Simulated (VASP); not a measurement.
# Ge (Im-3m) in VASP: a series of runs

The runs below take Ge through single point, with PBE.

Program: VASP 6.6.1. These are calculated values, not measurements. Logs are shortened: lines on timing, memory, paths and dates and some standing lists are left out, and cuts for length are marked.

### 1 The cell of the first run

Symmetry: Im-3m, No. 229, cubic system. The conventional cell has a = 3.382 Å, b = 3.382 Å, c = 3.382 Å, α = 90.00°, β = 90.00°, γ = 90.00°. Ge (site symmetry m-3m) has 14 Ge at 2.93 to 3.38 Å within 3.9 Å.

### 2 Single point, PBE

Input file INCAR:

```
  ALGO = Normal
  EDIFF = 1E-6
  ENCUT = 520
  GGA = PE
  ISIF = 2
  ISMEAR = -1
  LASPH = True
  LCHARG = False
  LREAL = False
  LWAVE = False
  NBANDS = 13
  NELM = 80
  PREC = Accurate
  SIGMA = 0.1
```

Input file KPOINTS:

```
k-points
0
Gamma
  21 21 21
```

Input file POSCAR:

```
Ge
1.0
   -1.6907859149      1.6907859149      1.6907859149
    1.6907859149     -1.6907859149      1.6907859149
    1.6907859149      1.6907859149     -1.6907859149
Ge
1
Direct
    0.0000000000      0.0000000000      0.0000000000
```

Potentials or basis: VASP PAW PBE potentials, release 64 (Ge_d).

Started as:

```bash
cat potpaw_PBE.64/Ge_d/POTCAR > POTCAR
mpirun -np 1 vasp_std > vasp.out
```

OUTCAR:

```text
EDIFF = 1E-6
   ENCUT = 520
   GGA = PE
   ISIF = 2
   ISMEAR = -1
   LASPH = True
   LREAL = False
   NELM = 80
   PREC = Accurate

 ion  position               nearest neighbor table
   1  0.000  0.000  0.000-

  LATTYP: Found a body centered cubic cell.
 ALAT       =     3.3815718298

  Lattice vectors:

 A1 = (  -1.6907859149,   1.6907859149,   1.6907859149)
 A2 = (   1.6907859149,  -1.6907859149,   1.6907859149)
 A3 = (   1.6907859149,   1.6907859149,  -1.6907859149)

Analysis of symmetry for initial positions (statically):
=====================================================================
 Subroutine PRICEL returns:
 Original cell was already a primitive cell.

 Routine SETGRP: Setting up the symmetry group for a
 body centered cubic supercell.

 Subroutine GETGRP returns: Found 48 space group operations
 (whereof 48 operations were pure point group operations)
 out of a pool of 48 trial point group operations.

The static configuration has the point symmetry O_h .

Analysis of symmetry for dynamics (positions and initial velocities):
=====================================================================
 Subroutine PRICEL returns:
 Original cell was already a primitive cell.

 Routine SETGRP: Setting up the symmetry group for a
 body centered cubic supercell.

 Subroutine GETGRP returns: Found 48 space group operations
 (whereof 48 operations were pure point group operations)
 out of a pool of 48 trial point group operations.

The dynamic configuration has the point symmetry O_h .

 Subroutine INISYM returns: Found 48 space group operations
 (whereof 48 operations are pure point group operations),
 and found     1 'primitive' translations

----------------------------------------------------------------------------------------

                                     Primitive cell

  volume of cell :      19.3342

  direct lattice vectors                    reciprocal lattice vectors
    -1.690785915  1.690785915  1.690785915     0.000000000  0.295720467  0.295720467
     1.690785915 -1.690785915  1.690785915     0.295720467  0.000000000  0.295720467
     1.690785915  1.690785915 -1.690785915     0.295720467  0.295720467  0.000000000

  length of vectors
     2.928527109  2.928527109  2.928527109     0.418211895  0.418211895  0.418211895

  position of ions in fractional coordinates (direct lattice)
     0.000000000  0.000000000  0.000000000

  ion indices of the primitive-cell ions
   primitive index   ion index
                 1           1

----------------------------------------------------------------------------------------

 KPOINTS: k-points

Automatic generation of k-mesh.
 Grid dimensions read from file:
 generate k-points for:   21   21   21

 Generating k-lattice:

  Cartesian coordinates                     Fractional coordinates (reciprocal lattice)
     0.000000000  0.014081927  0.014081927     0.047619048  0.000000000  0.000000000
     0.014081927  0.000000000  0.014081927     0.000000000  0.047619048  0.000000000
     0.014081927  0.014081927  0.000000000     0.000000000  0.000000000  0.047619048

  Length of vectors
     0.019914852  0.019914852  0.019914852

  Shift w.r.t. Gamma in fractional coordinates (k-lattice)
     0.000000000  0.000000000  0.000000000

 Subroutine IBZKPT returns following result:
 ===========================================

 Found    286 irreducible k-points:

 Following reciprocal coordinates:
            Coordinates               Weight
  0.000000  0.000000  0.000000      1.000000
  0.047619  0.000000  0.000000     12.000000
  0.095238  0.000000  0.000000     12.000000
  0.142857  0.000000  0.000000     12.000000
  0.190476  0.000000  0.000000     12.000000
  0.238095  0.000000  0.000000     12.000000
[... 16 lines left out ...]
  0.142857  0.095238  0.000000     48.000000
  0.190476  0.095238  0.000000     48.000000
 [... further k-points ...]
   k-points           NKPTS =    286   k-points in BZ     NKDIM =    286   number of bands    NBANDS=     13
   number of dos      NEDOS =    301   number of ions     NIONS =      1
   total plane-waves  NPLWV =  13824
   dimension x,y,z NGX =    24 NGY =   24 NGZ =   24
   dimension x,y,z NGXF=    48 NGYF=   48 NGZF=   48
   ions per type =               1
   NGX,Y,Z   is equivalent  to a cutoff of  13.62, 13.62, 13.62 a.u.
   NGXF,Y,Z  is equivalent  to a cutoff of  27.25, 27.25, 27.25 a.u.
 SYSTEM =  unknown system
   PREC   = accura    normal or accurate (medium, high low for compatibility)
   ISTART =      0    job   : 0-new  1-cont  2-samecut
   ICHARG =      2    charge: 1-file 2-atom 10-const
   ISPIN  =      1    spin polarized calculation?
   LNONCOLLINEAR =      F non collinear calculations
   LSORBIT =      F    spin-orbit coupling
   LASPH  =      T    aspherical Exc in radial PAW
   ENCUT  =  520.0 eV  38.22 Ry    6.18 a.u.   5.45  5.45  5.45*2*pi/ulx,y,z
   NELM   =     80;   NELMIN=  2; NELMDL= -5     # of ELM steps
   EDIFF  = 0.1E-05   stopping-criterion for ELM
   LREAL  =      F    real-space projection
   EDIFFG = 0.1E-04   stopping-criterion for IOM
   NSW    =      0    number of steps for IOM
   IBRION =     -1    ionic relax: 0-MD 1-quasi-New 2-CG
   NFREE  =      0    steps in history (QN), initial steepest desc. (CG)
   ISIF   =      2    stress and relaxation
   ISYM   =      2    0-nonsym 1-usesym 2-fastsym
   POTIM  = 0.5000    time-step for ionic-motion
   TEBEG  =    0.0;   TEEND  =   0.0 temperature during run
   PSTRESS=    0.0 pullay stress
   NELECT =      14.0000    total number of electrons
   NUPDOWN=      -1.0000    fix difference up-down
   EMIN   =  10.00;   EMAX   =-10.00  energy-range for DOS
   EFERMI =   0.00;   METHOD = LEGACY
   ISMEAR =    -1;   SIGMA  =   0.10  broadening in eV -4-tet -1-fermi 0-gaus
   EFERMI_NEDOS =   21; number of points for ismear=-14 and -15
   IALGO  =     38    algorithm
   IMIX   =      4    mixing-type and parameters
     AMIX     =   0.40;   BMIX     =  1.00
     AMIX_MAG =   1.60;   BMIX_MAG =  1.00
  volume/ion in A,a.u.               =      19.33       130.47
  Fermi-wavevector in a.u.,A,eV,Ry     =   1.470084  2.778056 29.404200  2.161148
  Thomas-Fermi vector in A             =   2.585384
   LORBIT       =      0    0 simple, 1 ext, 2 COOP (PROOUT), +10 PAW based schemes
   GGA     = PE    functional components
   LHFCALC =     F    Hartree Fock is set to
   AEXX    =    0.0000 exact exchange contribution
   IVDW    =     0    specifies the selected vdW correction
   LEPSILON=     F    determine dielectric tensor
   LRPA    =     F    only Hartree local field effects (RPA)
 non-spin polarized calculation
  energy-cutoff  :      520.00
  volume of cell :       19.33
 maximum number of plane-waves:       539
 NGX is ok and might be reduce to    24
   NGX = 11   NGY = 11   NGZ = 11

 number of electron      13.9999993 magnetization

 Free energy of the ion-electron system (eV)
  ---------------------------------------------------
  ext. energy  EPLUGINS =         0.00000000
  ---------------------------------------------------
  free energy    TOTEN  =        -4.18800619 eV

  energy without entropy =       -4.17137888  energy(sigma->0) =       -4.17969253

 E-fermi :   6.5048     XC(G=0): -11.1796

 val. band max:        6.4934967174   @ k =  -0.4286  -0.4762   0.1905
 cond. band min:       6.5360479390   @ k =   0.2857   0.1905   0.1905
 fundamental gap:      0.0425512217
 Fermi energy:         6.5048289160

 k-point     1 :       0.0000    0.0000    0.0000
  band No.  band energies     occupation
      1     -18.2245      2.00000
      2     -18.2245      2.00000
      3     -18.2245      2.00000
      4     -18.1444      2.00000
      5     -18.1444      2.00000
      6      -6.4329      2.00000
      7      15.4328      0.00000
      8      15.4328      0.00000
      9      15.4328      0.00000
     10      21.2863      0.00000
     11      21.2863      0.00000
     12      21.2863      0.00000
     13      23.3485      0.00000

 k-point     2 :       0.0476    0.0000    0.0000
  band No.  band energies     occupation
      1     -18.2251      2.00000
      2     -18.2236      2.00000
      3     -18.2217      2.00000
      4     -18.1450      2.00000
      5     -18.1444      2.00000
      6      -6.3741      2.00000
      7      14.9518      0.00000
      8      15.2064      0.00000
      9      15.3763      0.00000
     10      20.8101      0.00000
     11      20.9073      0.00000
     12      21.6226      0.00000
     13      22.5284      0.00000

 k-point     3 :       0.0952    0.0000    0.0000
  band No.  band energies     occupation
      1     -18.2269      2.00000
      2     -18.2212      2.00000
      3     -18.2135      2.00000
      4     -18.1470      2.00000
      5     -18.1447      2.00000
      6      -6.1979      2.00000
      7      13.7344      0.00000
      8      14.6477      0.00000
      9      15.2109      0.00000
     10      19.9496      0.00000
     11      19.9771      0.00000
     12      22.2142      0.00000
     13      22.5113      0.00000

 k-point     4 :       0.1429    0.0000    0.0000
  band No.  band energies     occupation
      1     -18.2297      2.00000
      2     -18.2179      2.00000
      3     -18.2007      2.00000
      4     -18.1497      2.00000
      5     -18.1450      2.00000
      6      -5.9044      2.00000
      7      12.1473      0.00000
      8      13.9528      0.00000
      9      14.9515      0.00000
     10      19.0018      0.00000
     11      19.1549      0.00000
     12      21.9974      0.00000
     13      22.8827      0.00000

 k-point     5 :       0.1905    0.0000    0.0000
  band No.  band energies     occupation
      1     -18.2333      2.00000
      2     -18.2143      2.00000
      3     -18.1842      2.00000
      4     -18.1526      2.00000
      5     -18.1453      2.00000
      6      -5.4939      2.00000
      7      10.4246      0.00000
      8      13.2455      0.00000
      9      14.6269      0.00000
     10      18.1882      0.00000
     11      18.4134      0.00000
     12      22.0319      0.00000
     13      23.2848      0.00000

 k-point     6 :       0.2381    0.0000    0.0000
  band No.  band energies     occupation
      1     -18.2373      2.00000
      2     -18.2117      2.00000
      3     -18.1657      2.00000
      4     -18.1547      2.00000
      5     -18.1458      2.00000
      6      -4.9674      2.00000
      7       8.6854      0.00000
      8      12.5884      0.00000
      9      14.2747      0.00000
     10      17.5079      0.00000
     11      17.7705      0.00000
     12      22.2908      0.00000
     13      23.7750      0.00000

 k-point     7 :       0.2857    0.0000    0.0000
  band No.  band energies     occupation
      1     -18.2414      2.00000
      2     -18.2109      2.00000
      3     -18.1552      2.00000
      4     -18.1466      2.00000
      5     -18.1462      2.00000
      6      -4.3272      2.00000
      7       6.9907      0.01541
      8      12.0138      0.00000
      9      13.9317      0.00000
     10      16.9518      0.00000
     11      17.2322      0.00000
     12      22.7419      0.00000
     13      24.3591      0.00000
[... 193 lines left out ...]
 k-point    20 :       0.4286    0.0476    0.0000
  band No.  band energies     occupation
      1     -18.2502      2.00000
      2     -18.2160      2.00000
      3     -18.1496      2.00000
      4     -18.1476      2.00000
      5     -18.1004      2.00000
      6      -1.3642      2.00000
      7       2.0016      2.00000
      8      10.5166      0.00000
      9      12.7568      0.00000
     10      16.1265      0.00000
     11      16.8518      0.00000
     12      24.8125      0.00000
     13      27.2068      0.00000

 k-point    21 :       0.4762    0.0476    0.0000
  band No.  band energies     occupation
      1     -18.2508      2.00000
      2     -18.2166      2.00000
      3     -18.1489      2.00000
      4     -18.1478      2.00000
      5     -18.0976      2.00000
      6      -0.8708      2.00000
      7       1.3969      2.00000
      8      10.4543      0.00000
      9      12.7109      0.00000
     10      16.0732      0.00000
     11      16.8022      0.00000
     12      25.2762      0.00000
     13      27.0132      0.00000

 k-point    22 :       0.0952    0.0952    0.0000
  band No.  band energies     occupation
      1     -18.2277      2.00000
      2     -18.2201      2.00000
      3     -18.1928      2.00000
      4     -18.1513      2.00000
      5     -18.1452      2.00000
      6      -5.7284      2.00000
      7      11.6895      0.00000
      8      13.2207      0.00000
      9      14.4023      0.00000
     10      19.0697      0.00000
     11      19.4125      0.00000
     12      21.7391      0.00000
     13      22.9761      0.00000

 k-point    23 :       0.1429    0.0952    0.0000
  band No.  band energies     occupation
      1     -18.2301      2.00000
      2     -18.2171      2.00000
      3     -18.1779      2.00000
      4     -18.1540      2.00000
      5     -18.1456      2.00000
      6      -5.3182      2.00000
      7      10.2759      0.00000
      8      12.2441      0.00000
      9      13.9598      0.00000
     10      18.5503      0.00000
     11      19.2145      0.00000
     12      21.6948      0.00000
     13      23.7682      0.00000

 k-point    24 :       0.1905    0.0952    0.0000
  band No.  band energies     occupation
      1     -18.2336      2.00000
      2     -18.2134      2.00000
      3     -18.1618      2.00000
      4     -18.1559      2.00000
      5     -18.1460      2.00000
      6      -4.7923      2.00000
      7       8.6930      0.00000
      8      11.4360      0.00000
      9      13.5229      0.00000
     10      18.0000      0.00000
     11      19.0751      0.00000
     12      21.6377      0.00000
     13      25.0249      0.00000

 [... further k-points ...]
[... 5 lines left out ...]
  --------------------------------------------------------------------------------------
  -------------------------------------------------------------------------------------
  Total       -0.0283099     -0.0283099     -0.0283099     -0.0000000      0.0000000      0.0000000
  in kB       -2.3459698     -2.3459698     -2.3459698     -0.0000000      0.0000000      0.0000000
  external PRESSURE =      -2.3459698 kB  Pullay stress =       0.0000000 kB

 VOLUME and BASIS-vectors are now :
 -----------------------------------------------------------------------------
  energy-cutoff  :      520.00
  volume of cell :       19.33
      direct lattice vectors                 reciprocal lattice vectors
    -1.690785915  1.690785915  1.690785915     0.000000000  0.295720467  0.295720467
     1.690785915 -1.690785915  1.690785915     0.295720467  0.000000000  0.295720467
     1.690785915  1.690785915 -1.690785915     0.295720467  0.295720467  0.000000000

 POSITION                                       TOTAL-FORCE (eV/Angst)
 -----------------------------------------------------------------------------------
      0.00000      0.00000      0.00000         0.000000      0.000000      0.000000
 -----------------------------------------------------------------------------------
    total drift:                                0.000000      0.000000      0.000000

  FREE ENERGIE OF THE ION-ELECTRON SYSTEM (eV)
  ---------------------------------------------------
  free  energy   TOTEN  =        -4.1880061874 eV

  energy  without entropy=       -4.1713788794  energy(sigma->0) =       -4.17969253
```

Run time: 61 s. Hardware: 1 thread of Intel Xeon 8259CL, shared host; peak memory 0.19 GiB.

What came out:

| Quantity | Value |
| --- | --- |
| Free energy | -4.1880 eV |
| Pressure | -0.2 GPa |
| Band gap on the k mesh | zero (band 7 reaches 15.43 eV, above the bottom of band 8 at 3.60 eV) |

### 3 Single point, PBE, non-collinear spin, zero start, spin-orbit coupling

Input file INCAR:

```
SYSTEM = Ge
PREC = Accurate ; ENCUT = 520
EDIFF = 1E-6 ; ISMEAR = -1
SIGMA = 0.1 ; LREAL = .FALSE.
LASPH = .TRUE. ; NELM = 150
ALGO = Normal ; ISIF = 2
LWAVE = .FALSE. ; LCHARG = .FALSE.
MAGMOM = 0 0 0 ; LORBIT = 11
LSORBIT = .TRUE. ; GGA_COMPAT = .FALSE.
LORBMOM = .TRUE. ; GGA = PE
NBANDS = 25
```

Input file KPOINTS:

```
regular mesh
0
G
  13 13 13
  0 0 0
```

POSCAR is that of step 2.

Potentials or basis: VASP PAW PBE potentials, release 64 (Ge_d).

Started as:

```bash
cat potpaw_PBE.64/Ge_d/POTCAR > POTCAR
mpirun -np 1 vasp_ncl > vasp.out
```

Wall time 1.9 min (1 thread of Intel Xeon 8259CL, shared host); peak memory 0.22 GiB.

The run converged. Its results:

```yaml
Free_energy: -4.1960 eV
Pressure: -0.1 GPa
Net_moment: 0.00 μB per cell
Valence_electrons_inside_the_program's_atomic_spheres: Ge 12.17
```

Moments on the atoms (μB; x, y, z):
```
Ge  0.00 0.00 0.00
```
